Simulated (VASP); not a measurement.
A run of VASP 6.6.1:

INCAR

```
SYSTEM = HfO2
  PREC = Accurate
  ENCUT = 520
  EDIFF = 1E-6
  ISMEAR = -1
  SIGMA = 0.05
  LREAL = Auto
  LASPH = .TRUE.
  NELM = 100
  ALGO = Normal
  ISIF = 2
  LWAVE = .FALSE.
  LCHARG = .TRUE.
  GGA = PE
  LELF = .TRUE.
  LVHAR = .TRUE.
  ISYM = 0
  NBANDS = 81
```

Contents of KPOINTS:

```
regular mesh
0
G
  1 1 1
  0 0 0
```

File POSCAR:

```
HfO2
1.0
    5.9133820000      0.0936650000     -0.0263170000
    0.0936650000      6.1692290000     -0.0293520000
   -0.0263170000     -0.0293520000      5.6660680000
Hf O
6 12
Direct
    0.2733569217      0.2386022149      0.8791114731
    0.7805888552      0.0310546259      0.8270630131
    0.6537533514      0.6048762755      0.0804056985
    0.4380390530      0.0389767286      0.3803247541
    0.9215163444      0.2134623490      0.3129579618
    0.1452607537      0.6606159298      0.5801921590
    0.1749352229      0.0325900195      0.1292450695
    0.0365173367      0.9855857477      0.5798096563
    0.6887206524      0.2297217058      0.5616594882
    0.8207915627      0.6941076622      0.8091973516
    0.4465354002      0.9734085744      0.7536843823
    0.2204192881      0.3266065285      0.4988429947
    0.8901394584      0.5432128460      0.3300407238
    0.7299541964      0.9468212551      0.1859261664
    0.9307961192      0.3112797804      0.9549354942
    0.3903870886      0.7200321600      0.3397345745
    0.3400278891      0.5673706631      0.8733735595
    0.5235465953      0.2890950285      0.1170763734
```

Potentials or basis: VASP PAW PBE potentials, release 64 (Hf_pv, O).

The run is started by

```bash
$ cat potpaw_PBE.64/Hf_pv/POTCAR potpaw_PBE.64/O/POTCAR > POTCAR
$ mpirun -np 1 vasp_gam > vasp.out
```

Hardware: 1 thread of AMD EPYC 9R45 96-Core Processor (Zen 5), on a shared host.

How long does it take, and how much memory?

Run time: 23 s on 1 thread of AMD EPYC 9R45 96-Core Processor (Zen 5), on a shared host, peak memory 0.25 GiB. Counts: scf iterations 16, k points 1.
